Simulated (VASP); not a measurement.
# Se (Fd-3m) in VASP: notebook, part 2 of 2

VASP 6.6.1. Earlier steps stand in the parts before.

## 5. Single point, RPBE (volume scaled by 0.96)

Input file INCAR:

```
SYSTEM = Se
PREC = Accurate ; ENCUT = 520
EDIFF = 1E-6 ; ISMEAR = -1
SIGMA = 0.1 ; LREAL = .False.
LASPH = .True. ; NELM = 100
ALGO = Normal ; ISIF = 2
LWAVE = .False. ; LCHARG = .False.
GGA = RP ; NBANDS = 13
```

Input file KPOINTS:

```
Automatic mesh
0
Gamma
  10 10 10
  0 0 0
```

Input file POSCAR:

```
Se
1.0
    0.0000000000      3.1635149088      3.1635149088
    3.1635149088      0.0000000000      3.1635149088
    3.1635149088      3.1635149088      0.0000000000
Se
2
Direct
    0.1250000000      0.1250000000      0.1250000000
    0.8750000000      0.8750000000      0.8750000000
```

Potentials or basis: VASP PAW PBE potentials, release 64 (Se).

Launch:

```sh
$ cat potpaw_PBE.64/Se/POTCAR > POTCAR
$ mpirun -np 1 vasp_std > vasp.out
```

OUTCAR:

```text
SYSTEM = Se
   PREC = Accurate
   ENCUT = 520
   EDIFF = 1E-6
   ISMEAR = -1
   LREAL = .False.
   LASPH = .True.
   NELM = 100
   ISIF = 2
   GGA = RP

 ion  position               nearest neighbor table
   1  0.125  0.125  0.125-   2 2.74   2 2.74   2 2.74   2 2.74
   2  0.875  0.875  0.875-   1 2.74   1 2.74   1 2.74   1 2.74

  LATTYP: Found a face centered cubic cell.
 ALAT       =     6.3270298176

  Lattice vectors:

 A1 = (   0.0000000000,   3.1635149088,   3.1635149088)
 A2 = (   3.1635149088,   0.0000000000,   3.1635149088)
 A3 = (   3.1635149088,   3.1635149088,   0.0000000000)

Analysis of symmetry for initial positions (statically):
=====================================================================
 Subroutine PRICEL returns:
 Original cell was already a primitive cell.

 Routine SETGRP: Setting up the symmetry group for a
 face centered cubic supercell.

 Subroutine GETGRP returns: Found 48 space group operations
 (whereof 12 operations were pure point group operations)
 out of a pool of 48 trial point group operations.

The static configuration has the point symmetry D_3d.
 The point group associated with its full space group is O_h .

Analysis of symmetry for dynamics (positions and initial velocities):
=====================================================================
 Subroutine PRICEL returns:
 Original cell was already a primitive cell.

 Routine SETGRP: Setting up the symmetry group for a
 face centered cubic supercell.

 Subroutine GETGRP returns: Found 48 space group operations
 (whereof 12 operations were pure point group operations)
 out of a pool of 48 trial point group operations.

The dynamic configuration has the point symmetry D_3d.
 The point group associated with its full space group is O_h .

 Subroutine INISYM returns: Found 48 space group operations
 (whereof 12 operations are pure point group operations),
 and found     1 'primitive' translations

----------------------------------------------------------------------------------------

                                     Primitive cell

  volume of cell :      63.3198

  direct lattice vectors                    reciprocal lattice vectors
     0.000000000  3.163514909  3.163514909    -0.158052045  0.158052045  0.158052045
     3.163514909  0.000000000  3.163514909     0.158052045 -0.158052045  0.158052045
     3.163514909  3.163514909  0.000000000     0.158052045  0.158052045 -0.158052045

  length of vectors
     4.473885689  4.473885689  4.473885689     0.273754172  0.273754172  0.273754172

  position of ions in fractional coordinates (direct lattice)
     0.125000000  0.125000000  0.125000000
     0.875000000  0.875000000  0.875000000

  ion indices of the primitive-cell ions
   primitive index   ion index
                 1           1
                 2           2

----------------------------------------------------------------------------------------

 KPOINTS: Automatic mesh

Automatic generation of k-mesh.
 Grid dimensions read from file:
 generate k-points for:   10   10   10

 Generating k-lattice:

  Cartesian coordinates                     Fractional coordinates (reciprocal lattice)
    -0.015805204  0.015805204  0.015805204     0.100000000  0.000000000  0.000000000
     0.015805204 -0.015805204  0.015805204     0.000000000  0.100000000  0.000000000
     0.015805204  0.015805204 -0.015805204     0.000000000  0.000000000  0.100000000

  Length of vectors
     0.027375417  0.027375417  0.027375417

  Shift w.r.t. Gamma in fractional coordinates (k-lattice)
     0.000000000  0.000000000  0.000000000

 Subroutine IBZKPT returns following result:
 ===========================================

 Found     47 irreducible k-points:

 Following reciprocal coordinates:
            Coordinates               Weight
  0.000000  0.000000  0.000000      1.000000
  0.100000  0.000000  0.000000      8.000000
  0.200000  0.000000  0.000000      8.000000
  0.300000  0.000000  0.000000      8.000000
  0.400000  0.000000  0.000000      8.000000
  0.500000  0.000000  0.000000      4.000000
[... 16 lines left out ...]
  0.300000  0.300000  0.000000      6.000000
  0.400000  0.300000  0.000000     24.000000
 [... further k-points ...]
   k-points           NKPTS =     47   k-points in BZ     NKDIM =     47   number of bands    NBANDS=     13
   number of dos      NEDOS =    301   number of ions     NIONS =      2
   total plane-waves  NPLWV =  46656
   dimension x,y,z NGX =    36 NGY =   36 NGZ =   36
   dimension x,y,z NGXF=    72 NGYF=   72 NGZF=   72
   ions per type =               2
   NGX,Y,Z   is equivalent  to a cutoff of  13.38, 13.38, 13.38 a.u.
   NGXF,Y,Z  is equivalent  to a cutoff of  26.75, 26.75, 26.75 a.u.
 SYSTEM =  Se
   PREC   = accura    normal or accurate (medium, high low for compatibility)
   ISTART =      0    job   : 0-new  1-cont  2-samecut
   ICHARG =      2    charge: 1-file 2-atom 10-const
   ISPIN  =      1    spin polarized calculation?
   LNONCOLLINEAR =      F non collinear calculations
   LSORBIT =      F    spin-orbit coupling
   LASPH  =      T    aspherical Exc in radial PAW
   ENCUT  =  520.0 eV  38.22 Ry    6.18 a.u.   8.32  8.32  8.32*2*pi/ulx,y,z
   NELM   =    100;   NELMIN=  2; NELMDL= -5     # of ELM steps
   EDIFF  = 0.1E-05   stopping-criterion for ELM
   LREAL  =      F    real-space projection
   EDIFFG = 0.1E-04   stopping-criterion for IOM
   NSW    =      0    number of steps for IOM
   IBRION =     -1    ionic relax: 0-MD 1-quasi-New 2-CG
   NFREE  =      0    steps in history (QN), initial steepest desc. (CG)
   ISIF   =      2    stress and relaxation
   ISYM   =      2    0-nonsym 1-usesym 2-fastsym
   POTIM  = 0.5000    time-step for ionic-motion
   TEBEG  =    0.0;   TEEND  =   0.0 temperature during run
   PSTRESS=    0.0 pullay stress
   NELECT =      12.0000    total number of electrons
   NUPDOWN=      -1.0000    fix difference up-down
   EMIN   =  10.00;   EMAX   =-10.00  energy-range for DOS
   EFERMI =   0.00;   METHOD = LEGACY
   ISMEAR =    -1;   SIGMA  =   0.10  broadening in eV -4-tet -1-fermi 0-gaus
   EFERMI_NEDOS =   21; number of points for ismear=-14 and -15
   IALGO  =     38    algorithm
   IMIX   =      4    mixing-type and parameters
     AMIX     =   0.40;   BMIX     =  1.00
     AMIX_MAG =   1.60;   BMIX_MAG =  1.00
  volume/ion in A,a.u.               =      31.66       213.65
  Fermi-wavevector in a.u.,A,eV,Ry     =   0.940348  1.777000 12.031016  0.884255
  Thomas-Fermi vector in A             =   2.067751
   LORBIT       =      0    0 simple, 1 ext, 2 COOP (PROOUT), +10 PAW based schemes
   GGA     = RP    functional components
   LHFCALC =     F    Hartree Fock is set to
   AEXX    =    0.0000 exact exchange contribution
   IVDW    =     0    specifies the selected vdW correction
   LEPSILON=     F    determine dielectric tensor
   LRPA    =     F    only Hartree local field effects (RPA)
 non-spin polarized calculation
  energy-cutoff  :      520.00
  volume of cell :       63.32
 maximum number of plane-waves:      1724
 NGX is ok and might be reduce to    36
   NGX = 17   NGY = 17   NGZ = 17

 number of electron      11.9999999 magnetization

 Free energy of the ion-electron system (eV)
  ---------------------------------------------------
  ext. energy  EPLUGINS =         0.00000000
  ---------------------------------------------------
  free energy    TOTEN  =        -5.39012349 eV

  energy without entropy =       -5.33341228  energy(sigma->0) =       -5.36176789

 E-fermi :   2.1505     XC(G=0):  -7.9238

 val. band max:        2.1490529299   @ k =  -0.4000   0.2000   0.1000
 cond. band min:       2.1643787642   @ k =   0.3000   0.0000   0.0000
 fundamental gap:      0.0153258342
 Fermi energy:         2.1505348679

 k-point     1 :       0.0000    0.0000    0.0000
  band No.  band energies     occupation
      1     -13.0858      2.00000
      2      -8.0681      2.00000
      3      -1.2578      2.00000
      4      -1.2578      2.00000
      5      -1.2578      2.00000
      6       1.3986      1.99892
      7       1.3986      1.99892
      8       1.3986      1.99892
      9       6.8898      0.00000
     10       9.8331      0.00000
     11       9.8331      0.00000
     12      11.8744      0.00000
     13      11.8744      0.00000
[... 353 lines left out ...]
 k-point    24 :       0.4000    0.3000    0.0000
  band No.  band energies     occupation
      1     -12.0408      2.00000
      2      -9.9859      2.00000
      3      -2.5877      2.00000
      4      -2.4597      2.00000
      5       0.0151      2.00000
      6       0.6687      2.00000
      7       3.6027      0.00000
      8       3.6446      0.00000
      9       7.7229      0.00000
     10       9.5250      0.00000
     11      11.4092      0.00000
     12      12.6469      0.00000
     13      12.8851      0.00000

 [... further k-points ...]
[... 5 lines left out ...]
  --------------------------------------------------------------------------------------
  -------------------------------------------------------------------------------------
  Total        0.5988329      0.5988329      0.5988329      0.0000000      0.0000000      0.0000000
  in kB       15.1522299     15.1522299     15.1522299      0.0000000      0.0000000      0.0000000
  external PRESSURE =      15.1522299 kB  Pullay stress =       0.0000000 kB

 VOLUME and BASIS-vectors are now :
 -----------------------------------------------------------------------------
  energy-cutoff  :      520.00
  volume of cell :       63.32
      direct lattice vectors                 reciprocal lattice vectors
     0.000000000  3.163514909  3.163514909    -0.158052045  0.158052045  0.158052045
     3.163514909  0.000000000  3.163514909     0.158052045 -0.158052045  0.158052045
     3.163514909  3.163514909  0.000000000     0.158052045  0.158052045 -0.158052045

 POSITION                                       TOTAL-FORCE (eV/Angst)
 -----------------------------------------------------------------------------------
      0.79088      0.79088      0.79088         0.000000     -0.000000     -0.000000
      5.53615      5.53615      5.53615        -0.000000      0.000000      0.000000
 -----------------------------------------------------------------------------------
    total drift:                               -0.000000      0.000000      0.000000

  FREE ENERGIE OF THE ION-ELECTRON SYSTEM (eV)
  ---------------------------------------------------
  free  energy   TOTEN  =        -5.3901234881 eV

  energy  without entropy=       -5.3334122823  energy(sigma->0) =       -5.36176789
```

OSZICAR:

```text
N       E                     dE             d eps       ncg     rms          rms(c)
DAV:   1     0.505730129223E+02    0.50573E+02   -0.47947E+03  1222   0.752E+02
DAV:   2    -0.195075734667E+01   -0.52524E+02   -0.49331E+02  1818   0.121E+02
DAV:   3    -0.535681009914E+01   -0.34061E+01   -0.33650E+01  1532   0.335E+01
DAV:   4    -0.538854523788E+01   -0.31735E-01   -0.31726E-01  1472   0.378E+00
DAV:   5    -0.538877154662E+01   -0.22631E-03   -0.22630E-03  1560   0.331E-01    0.537E+00
DAV:   6    -0.538923696532E+01   -0.46542E-03   -0.12695E-03  1507   0.287E-01    0.321E+00
DAV:   7    -0.538977757864E+01   -0.54061E-03   -0.36184E-03  1422   0.453E-01    0.536E-02
DAV:   8    -0.539004229297E+01   -0.26471E-03   -0.25632E-04  1392   0.930E-02    0.154E-02
DAV:   9    -0.539010986443E+01   -0.67571E-04   -0.78395E-05  1377   0.514E-02    0.708E-03
DAV:  10    -0.539012213892E+01   -0.12274E-04   -0.17899E-05  1402   0.251E-02    0.396E-03
DAV:  11    -0.539012345423E+01   -0.13153E-05   -0.16068E-06  1421   0.793E-03    0.223E-03
DAV:  12    -0.539012348812E+01   -0.33891E-07   -0.71455E-08   986   0.188E-03
   1 F= -.53901235E+01 E0= -.53617679E+01  d E =-.567112E-01
```

stdout:

```text
POSCAR found type information on POSCAR Se
 POSCAR found :  1 types and       2 ions
 scaLAPACK will be used
 -----------------------------------------------------------------------------
|                                                                             |
|                                                                             |
|     You enforced a specific xc type in the INCAR file but a different       |
|     I HOPE YOU KNOW WHAT YOU ARE DOING!                                     |
|                                                                             |
 -----------------------------------------------------------------------------

 LDA part: xc-table for (Slater+PW92), standard interpolation
 POSCAR, INCAR and KPOINTS ok, starting setup
 FFT: planning ... GRIDC
 FFT: planning ... GRID_SOFT
 FFT: planning ... GRID
 WAVECAR not read
 entering main loop
```

It took 28 s on 1 thread of Intel Xeon Platinum 8259CL at 2.50GHz (Skylake/Cascade Lake), shared host; peak memory 0.21 GiB.

Results:

- Free energy: -5.3901 eV
- Pressure: 1.5 GPa
- Band gap on the k mesh: zero (band 6 reaches 2.46 eV, above the bottom of band 7 at 1.40 eV)

Levels at points of the mesh, in eV from the Fermi level:
```tsv
k point	band 2	band 3	band 4	band 5	band 6	band 7	band 8	band 9	band 10	band 11
(0.00, 0.00, 0.00)	-10.22	-3.41	-3.41	-3.41	-0.75	-0.75	-0.75	4.74	7.68	7.68
(0.50, 0.00, 0.00)	-12.05	-4.10	-4.10	-4.03	0.31	0.31	1.64	7.13	7.21	8.09
(0.50, 0.50, 0.00)	-13.25	-4.85	-4.85	-1.88	-1.88	2.12	2.12	6.41	6.41	9.84
```

Caveat: the PAW data sets were made with another functional, which shifts forces and pressure a little.

## 6. Single point, RPBE

Input file INCAR:

```
ALGO = Normal
EDIFF = 1E-6
ENCUT = 520
GGA = RP
ISIF = 2
ISMEAR = -1
LASPH = True
LCHARG = True
LELF = True
LREAL = False
LVHAR = True
LWAVE = False
NBANDS = 13
NELM = 80
PREC = Accurate
SIGMA = 0.1
```

Input file KPOINTS:

```
k-points
0
Gamma
  10 10 10
```

Input file POSCAR:

```
Se
1.0
    0.0000000000      3.2068561152      3.2068561152
    3.2068561152      0.0000000000      3.2068561152
    3.2068561152      3.2068561152      0.0000000000
Se
2
Direct
    0.1250000000      0.1250000000      0.1250000000
    0.8750000000      0.8750000000      0.8750000000
```

Potentials or basis: VASP PAW PBE potentials, release 64 (Se).

Launch:

```sh
$ cat potpaw_PBE.64/Se/POTCAR > POTCAR
$ mpirun -np 1 vasp_std > vasp.out
```

It took 28 s on 1 thread of Intel Xeon Platinum 8259CL at 2.50GHz (Skylake/Cascade Lake), shared host; peak memory 0.21 GiB.

The run converged. Its results:

```yaml
Free_energy: -5.4020 eV
Pressure: 0.0 GPa
Band_gap_on_the_k_mesh: zero (band 6 reaches 2.12 eV, above the bottom of band 7 at 1.11 eV)
```

Levels at points of the mesh, in eV from the Fermi level:
| k point | band 4 | band 5 | band 6 | band 7 | band 8 | band 9 |
| --- | --- | --- | --- | --- | --- | --- |
| (0.00, 0.00, 0.00) | -3.26 | -3.26 | -0.69 | -0.69 | -0.69 | 4.77 |
| (0.50, 0.00, 0.00) | -3.92 | -3.89 | 0.32 | 0.32 | 1.49 | 7.13 |
| (0.50, 0.50, 0.00) | -4.63 | -1.81 | -1.81 | 1.99 | 1.99 | 6.41 |

Caveat: the PAW data sets were made with another functional, which shifts forces and pressure a little.

## 7. Summary

```csv
cell,k mesh,gap on the mesh (eV),pressure (GPa)
"a = 4.535 Å, angles 60.0°, 2 atoms",9 × 9 × 9,none,0.0
"a = 4.346 Å, angles 60.0°, 2 atoms",10 × 10 × 10,none,5.7
"a = 4.411 Å, angles 60.0°, 2 atoms",10 × 10 × 10,none,3.4
"a = 4.474 Å, angles 60.0°, 2 atoms",10 × 10 × 10,none,1.5
"a = 4.535 Å, angles 60.0°, 2 atoms",10 × 10 × 10,none,0.0
```

Alike in all rows: task single point; level RPBE; potentials or basis VASP PAW PBE potentials, release 64 (Se); no spin polarisation; cutoff (eV) 520; smearing fermi-dirac 0.1 eV.

Caveats: the PAW data sets were made with another functional, which shifts forces and pressure a little.

Total energies depend on the potentials used, so only differences within one code and one set of settings carry meaning.
